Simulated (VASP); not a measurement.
# Pb (P6_3/mmc) in VASP: a series of runs

Pb is run at these levels: LDA; tasks: single point, relaxation of cell and atoms.

All numbers are computed with VASP 6.6.1; they aren't measurements. Logs are shortened: lines on timing, memory, paths and dates and some standing lists are left out, and cuts for length are marked.

**1. The cell of the first run**

It takes space group P6_3/mmc (No. 194, hexagonal). The conventional cell has a = 3.452 Å, b = 3.452 Å, c = 5.871 Å, α = 90.00°, β = 90.00°, γ = 120.00°. Within 4.5 Å of Pb (site symmetry -6m2) lie 12 Pb at 3.45 to 3.55 Å.

This isn't the form of Pb at room conditions, which is fcc.

**2. Single point, LDA**

INCAR

```
PREC = Accurate
ENCUT = 520
EDIFF = 1E-6
ISMEAR = -1
SIGMA = 0.05
LREAL = False
LASPH = True
NELM = 80
ALGO = Normal
ISIF = 2
LWAVE = False
LCHARG = False
NBANDS = 21
```

KPOINTS

```
regular mesh
0
Gamma
  14 14 8
```

POSCAR

```
Pb
1.0
    3.4520810769      0.0000000000      0.0000000000
   -1.7260405384      2.9895899085      0.0000000000
    0.0000000000      0.0000000000      5.8711161207
Pb
2
Direct
    0.3333333333      0.6666666667      0.2500000000
    0.6666666667      0.3333333333      0.7500000000
```

Potentials or basis: VASP PAW LDA potentials, release 64 (Pb_d).

On the command line:

```
> cat potpaw_LDA.64/Pb_d/POTCAR > POTCAR
> mpirun -np 1 vasp_std > vasp.out
```

OUTCAR:

```text
PREC = Accurate
   ENCUT = 520
   EDIFF = 1E-6
   ISMEAR = -1
   LREAL = False
   LASPH = True
   NELM = 80
   ISIF = 2

 ion  position               nearest neighbor table
   1  0.333  0.667  0.250-   2 3.55   2 3.55   2 3.55   2 3.55   2 3.55   2 3.55
   2  0.667  0.333  0.750-   1 3.55   1 3.55   1 3.55   1 3.55   1 3.55   1 3.55

  LATTYP: Found a hexagonal cell.
 ALAT       =     3.4520810769
 C/A-ratio  =     1.7007468799

  Lattice vectors:

 A1 = (   3.4520810769,   0.0000000000,   0.0000000000)
 A2 = (  -1.7260405384,   2.9895899085,   0.0000000000)
 A3 = (   0.0000000000,   0.0000000000,   5.8711161207)

Analysis of symmetry for initial positions (statically):
=====================================================================
 Subroutine PRICEL returns:
 Original cell was already a primitive cell.

 Routine SETGRP: Setting up the symmetry group for a
 hexagonal supercell.

 Subroutine GETGRP returns: Found 24 space group operations
 (whereof 12 operations were pure point group operations)
 out of a pool of 24 trial point group operations.

The static configuration has the point symmetry D_3d.
 The point group associated with its full space group is D_6h.

Analysis of symmetry for dynamics (positions and initial velocities):
=====================================================================
 Subroutine PRICEL returns:
 Original cell was already a primitive cell.

 Routine SETGRP: Setting up the symmetry group for a
 hexagonal supercell.

 Subroutine GETGRP returns: Found 24 space group operations
 (whereof 12 operations were pure point group operations)
 out of a pool of 24 trial point group operations.

The dynamic configuration has the point symmetry D_3d.
 The point group associated with its full space group is D_6h.

 Subroutine INISYM returns: Found 24 space group operations
 (whereof 12 operations are pure point group operations),
 and found     1 'primitive' translations

----------------------------------------------------------------------------------------

                                     Primitive cell

  volume of cell :      60.5917

  direct lattice vectors                    reciprocal lattice vectors
     3.452081077  0.000000000  0.000000000     0.289680334  0.167247019  0.000000000
    -1.726040538  2.989589909  0.000000000     0.000000000  0.334494038  0.000000000
     0.000000000  0.000000000  5.871116121     0.000000000  0.000000000  0.170325366

  length of vectors
     3.452081077  3.452081077  5.871116121     0.334494038  0.334494038  0.170325366

  position of ions in fractional coordinates (direct lattice)
     0.333333333  0.666666667  0.250000000
     0.666666667  0.333333333  0.750000000

  ion indices of the primitive-cell ions
   primitive index   ion index
                 1           1
                 2           2

----------------------------------------------------------------------------------------

 KPOINTS: regular mesh

Automatic generation of k-mesh.
 Grid dimensions read from file:
 generate k-points for:   14   14    8

 Generating k-lattice:

  Cartesian coordinates                     Fractional coordinates (reciprocal lattice)
     0.020691452  0.011946216  0.000000000     0.071428571  0.000000000  0.000000000
     0.000000000  0.023892431  0.000000000     0.000000000  0.071428571  0.000000000
     0.000000000  0.000000000  0.021290671     0.000000000  0.000000000  0.125000000

  Length of vectors
     0.023892431  0.023892431  0.021290671

  Shift w.r.t. Gamma in fractional coordinates (k-lattice)
     0.000000000  0.000000000  0.000000000

 Subroutine IBZKPT returns following result:
 ===========================================

 Found    120 irreducible k-points:

 Following reciprocal coordinates:
            Coordinates               Weight
  0.000000  0.000000  0.000000      1.000000
  0.071429  0.000000  0.000000      6.000000
  0.142857  0.000000  0.000000      6.000000
  0.214286 -0.000000  0.000000      6.000000
  0.285714  0.000000  0.000000      6.000000
  0.357143  0.000000  0.000000      6.000000
[... 16 lines left out ...]
  0.285714  0.285714  0.000000      6.000000
  0.357143  0.285714  0.000000      6.000000
 [... further k-points ...]
   k-points           NKPTS =    120   k-points in BZ     NKDIM =    120   number of bands    NBANDS=     21
   number of dos      NEDOS =    301   number of ions     NIONS =      2
   total plane-waves  NPLWV =  37632
   dimension x,y,z NGX =    28 NGY =   28 NGZ =   48
   dimension x,y,z NGXF=    56 NGYF=   56 NGZF=   96
   ions per type =               2
   NGX,Y,Z   is equivalent  to a cutoff of  13.48, 13.48, 13.59 a.u.
   NGXF,Y,Z  is equivalent  to a cutoff of  26.97, 26.97, 27.18 a.u.
 SYSTEM =  unknown system
   PREC   = accura    normal or accurate (medium, high low for compatibility)
   ISTART =      0    job   : 0-new  1-cont  2-samecut
   ICHARG =      2    charge: 1-file 2-atom 10-const
   ISPIN  =      1    spin polarized calculation?
   LNONCOLLINEAR =      F non collinear calculations
   LSORBIT =      F    spin-orbit coupling
   LASPH  =      T    aspherical Exc in radial PAW
   ENCUT  =  520.0 eV  38.22 Ry    6.18 a.u.   6.42  6.42 10.92*2*pi/ulx,y,z
   NELM   =     80;   NELMIN=  2; NELMDL= -5     # of ELM steps
   EDIFF  = 0.1E-05   stopping-criterion for ELM
   LREAL  =      F    real-space projection
   EDIFFG = 0.1E-04   stopping-criterion for IOM
   NSW    =      0    number of steps for IOM
   IBRION =     -1    ionic relax: 0-MD 1-quasi-New 2-CG
   NFREE  =      0    steps in history (QN), initial steepest desc. (CG)
   ISIF   =      2    stress and relaxation
   ISYM   =      2    0-nonsym 1-usesym 2-fastsym
   POTIM  = 0.5000    time-step for ionic-motion
   TEBEG  =    0.0;   TEEND  =   0.0 temperature during run
   PSTRESS=    0.0 pullay stress
   NELECT =      28.0000    total number of electrons
   NUPDOWN=      -1.0000    fix difference up-down
   EMIN   =  10.00;   EMAX   =-10.00  energy-range for DOS
   EFERMI =   0.00;   METHOD = LEGACY
   ISMEAR =    -1;   SIGMA  =   0.05  broadening in eV -4-tet -1-fermi 0-gaus
   EFERMI_NEDOS =   21; number of points for ismear=-14 and -15
   IALGO  =     38    algorithm
   IMIX   =      4    mixing-type and parameters
     AMIX     =   0.40;   BMIX     =  1.00
     AMIX_MAG =   1.60;   BMIX_MAG =  1.00
  volume/ion in A,a.u.               =      30.30       204.45
  Fermi-wavevector in a.u.,A,eV,Ry     =   1.265678  2.391784 21.795713  1.601940
  Thomas-Fermi vector in A             =   2.398918
   LORBIT       =      0    0 simple, 1 ext, 2 COOP (PROOUT), +10 PAW based schemes
   GGA     = CA    functional components
   LHFCALC =     F    Hartree Fock is set to
   AEXX    =    0.0000 exact exchange contribution
   IVDW    =     0    specifies the selected vdW correction
   LEPSILON=     F    determine dielectric tensor
   LRPA    =     F    only Hartree local field effects (RPA)
 non-spin polarized calculation
  energy-cutoff  :      520.00
  volume of cell :       60.59
 maximum number of plane-waves:      1657
 NGX is ok and might be reduce to    28
   NGX = 13   NGY = 13   NGZ = 21

 number of electron      28.0000001 magnetization

 Free energy of the ion-electron system (eV)
  ---------------------------------------------------
  ext. energy  EPLUGINS =         0.00000000
  ---------------------------------------------------
  free energy    TOTEN  =        -8.47158528 eV

  energy without entropy =       -8.46129071  energy(sigma->0) =       -8.46643799

 E-fermi :   7.0037     XC(G=0): -10.4600

 val. band max:        6.9829093503   @ k =   0.3571   0.2857   0.2500
 cond. band min:       7.0156075573   @ k =   0.2143   0.1429   0.3750
 fundamental gap:      0.0326982070
 Fermi energy:         7.0036889269

 k-point     1 :       0.0000    0.0000    0.0000
  band No.  band energies     occupation
      1     -10.0390      2.00000
      2     -10.0287      2.00000
      3      -9.9897      2.00000
      4      -9.9897      2.00000
      5      -9.9717      2.00000
      6      -9.9717      2.00000
[... 13 lines left out ...]
     20      16.4496      0.00000
     21      18.1525      0.00000

 k-point     2 :       0.0714    0.0000    0.0000
  band No.  band energies     occupation
      1     -10.0349      2.00000
      2     -10.0248      2.00000
      3      -9.9859      2.00000
      4      -9.9760      2.00000
      5      -9.9702      2.00000
      6      -9.9584      2.00000
[... 13 lines left out ...]
     20      16.9488      0.00000
     21      18.1612      0.00000

 k-point     3 :       0.1429    0.0000    0.0000
  band No.  band energies     occupation
      1     -10.0492      2.00000
      2     -10.0006      2.00000
      3      -9.9847      2.00000
      4      -9.9453      2.00000
      5      -9.9375      2.00000
      6      -9.9210      2.00000
[... 13 lines left out ...]
     20      17.0379      0.00000
     21      17.7111      0.00000

 k-point     4 :       0.2143   -0.0000    0.0000
  band No.  band energies     occupation
      1     -10.0773      2.00000
      2      -9.9969      2.00000
      3      -9.9627      2.00000
      4      -9.9407      2.00000
      5      -9.9161      2.00000
      6      -9.8931      2.00000
[... 13 lines left out ...]
     20      16.3117      0.00000
     21      17.6089      0.00000

 k-point     5 :       0.2857    0.0000    0.0000
  band No.  band energies     occupation
      1     -10.1083      2.00000
      2     -10.0133      2.00000
      3      -9.9777      2.00000
      4      -9.9334      2.00000
      5      -9.9217      2.00000
      6      -9.8424      2.00000
[... 13 lines left out ...]
     20      16.0109      0.00000
     21      17.5126      0.00000

 k-point     6 :       0.3571    0.0000    0.0000
  band No.  band energies     occupation
      1     -10.1358      2.00000
      2     -10.0297      2.00000
      3     -10.0129      2.00000
      4      -9.9483      2.00000
      5      -9.8857      2.00000
      6      -9.8689      2.00000
[... 13 lines left out ...]
     20      15.7388      0.00000
     21      17.3414      0.00000

 k-point     7 :       0.4286   -0.0000    0.0000
  band No.  band energies     occupation
      1     -10.1546      2.00000
      2     -10.0416      2.00000
      3     -10.0380      2.00000
      4      -9.9582      2.00000
      5      -9.8859      2.00000
      6      -9.8612      2.00000
[... 13 lines left out ...]
     20      15.5291      0.00000
     21      17.2262      0.00000
[... 291 lines left out ...]
      1     -10.0196      2.00000
      2     -10.0152      2.00000
      3     -10.0092      2.00000
      4      -9.9574      2.00000
      5      -9.8992      2.00000
      6      -9.8720      2.00000
[... 13 lines left out ...]
     20      17.9929      0.00000
     21      18.1004      0.00000

 k-point    21 :       0.2857    0.2143    0.0000
  band No.  band energies     occupation
      1     -10.0416      2.00000
      2     -10.0277      2.00000
      3      -9.9695      2.00000
      4      -9.9556      2.00000
      5      -9.8861      2.00000
      6      -9.8814      2.00000
[... 13 lines left out ...]
     20      18.0080      0.00000
     21      18.9768      0.00000

 k-point    22 :       0.3571    0.2143    0.0000
  band No.  band energies     occupation
      1     -10.0565      2.00000
      2     -10.0352      2.00000
      3      -9.9490      2.00000
      4      -9.9433      2.00000
      5      -9.8983      2.00000
      6      -9.8677      2.00000
[... 13 lines left out ...]
     20      17.8855      0.00000
     21      19.8629      0.00000

 k-point    23 :       0.2857    0.2857    0.0000
  band No.  band energies     occupation
      1     -10.0578      2.00000
      2      -9.9641      2.00000
      3      -9.9638      2.00000
      4      -9.9453      2.00000
      5      -9.8999      2.00000
      6      -9.8549      2.00000
[... 13 lines left out ...]
     20      19.9154      0.00000
     21      20.0430      0.00000

 k-point    24 :       0.3571    0.2857    0.0000
  band No.  band energies     occupation
      1     -10.0636      2.00000
      2      -9.9636      2.00000
      3      -9.9346      2.00000
      4      -9.9176      2.00000
      5      -9.9133      2.00000
      6      -9.8621      2.00000
[... 13 lines left out ...]
     20      19.9412      0.00000
     21      20.6439      0.00000

 [... further k-points ...]
[... 5 lines left out ...]
  --------------------------------------------------------------------------------------
  -------------------------------------------------------------------------------------
  Total       -0.7167910     -0.7167910     -1.0889079     -0.0000000      0.0000000      0.0000000
  in kB      -18.9535177    -18.9535177    -28.7931026     -0.0000000      0.0000000      0.0000000
  external PRESSURE =     -22.2333794 kB  Pullay stress =       0.0000000 kB

 VOLUME and BASIS-vectors are now :
 -----------------------------------------------------------------------------
  energy-cutoff  :      520.00
  volume of cell :       60.59
      direct lattice vectors                 reciprocal lattice vectors
     3.452081077  0.000000000  0.000000000     0.289680334  0.167247019  0.000000000
    -1.726040538  2.989589909  0.000000000     0.000000000  0.334494038  0.000000000
     0.000000000  0.000000000  5.871116121     0.000000000  0.000000000  0.170325366

 POSITION                                       TOTAL-FORCE (eV/Angst)
 -----------------------------------------------------------------------------------
     -0.00000      1.99306      1.46778         0.000000     -0.000000      0.000000
      1.72604      0.99653      4.40334        -0.000000      0.000000      0.000000
 -----------------------------------------------------------------------------------
    total drift:                               -0.000000      0.000000      0.000000

  FREE ENERGIE OF THE ION-ELECTRON SYSTEM (eV)
  ---------------------------------------------------
  free  energy   TOTEN  =        -8.4715852753 eV

  energy  without entropy=       -8.4612907068  energy(sigma->0) =       -8.46643799
```

Wall time 1.9 min (1 thread of AMD EPYC 7R43 (Zen 3), shared host); peak memory 0.21 GiB.

What came out:

```
Free energy            : -8.4716 eV
Pressure               : -2.2 GPa
Band gap on the k mesh : zero (bands 14 and 15 overlap by 7.63 eV)
```

Stress tensor (GPa, compression positive):
```
-1.90  0.00  0.00
 0.00 -1.90  0.00
 0.00  0.00 -2.88
```

Caveat: spin-orbit coupling is left out, which moves the levels of the heavy elements.

**3. Relaxation of cell and atoms, LDA**

This run uses another cell than the first one, of 28.83 Å³/atom.

INCAR

```
PREC = Accurate ; ENCUT = 600
EDIFF = 1E-6 ; ISMEAR = -1
SIGMA = 0.05 ; LREAL = F
LASPH = T ; NELM = 100
ALGO = Normal ; ISIF = 3
LWAVE = F ; LCHARG = F
GGA = CA ; IBRION = 2
NSW = 45 ; EDIFFG = -0.005
```

KPOINTS is that of step 2.

POSCAR

```
Pb
1.0
    3.4166622464      0.0000000000      0.0000000000
   -1.7083311232      2.9589163015      0.0000000000
    0.0000000000      0.0000000000      5.7041585793
Pb
2
Direct
    0.3333333333      0.6666666667      0.2500000000
    0.6666666667      0.3333333333      0.7500000000
```

Potentials or basis: VASP PAW LDA potentials, release 64 (Pb_d).

On the command line:

```
> cat potpaw_LDA.64/Pb_d/POTCAR > POTCAR
> mpirun -np 1 vasp_std > vasp.out
```

Wall time 1.8 min (1 thread of Intel Xeon Platinum 8488C (Sapphire Rapids), shared host); peak memory 0.26 GiB.

It converged, with:

```yaml
Free_energy: -8.4933 eV
Relaxed_volume: 28.88 Å³/atom
Relaxed_cell: a = 3.418 Å, b = 3.418 Å, c = 5.708 Å, α = 90.00°, β = 90.00°, γ = 120.00°
Space_group_after_relaxing_to_0.1_Å: P6_3/mmc (No. 194)
Energy_gained_by_relaxing: 0.0 meV/atom
Ionic_steps: 4
Pressure_after_relaxing: 0.0 GPa
Band_gap_on_the_k_mesh: zero (bands 14 and 15 overlap by 7.91 eV)
```

Final structure:
```
CELL_PARAMETERS angstrom
3.41848 0.00000 0.00000
-1.70924 2.96049 0.00000
0.00000 0.00000 5.70809
ATOMIC_POSITIONS crystal
Pb 0.33333 0.66667 0.25000
Pb 0.66667 0.33333 0.75000
```

Levels at points of the mesh, in eV from the Fermi level:
| k point | band 11 | band 12 | band 13 | band 14 | band 15 | band 16 | band 17 | band 18 |
| --- | --- | --- | --- | --- | --- | --- | --- | --- |
| (0.00, 0.00, 0.00) | -12.09 | -8.38 | -4.47 | 6.07 | 6.07 | 7.44 | 7.88 | 7.88 |
| (0.50, 0.00, 0.00) | -8.31 | -7.11 | -3.09 | -1.73 | -0.53 | 1.78 | 2.27 | 5.79 |
| (0.00, 0.00, 0.50) | -10.87 | -10.87 | 0.57 | 0.57 | 6.92 | 6.92 | 6.92 | 6.92 |
| (0.50, 0.00, 0.50) | -7.51 | -7.51 | -3.88 | -3.88 | 3.54 | 3.54 | 3.65 | 3.65 |

Caveat: spin-orbit coupling is left out, which moves the levels of the heavy elements.
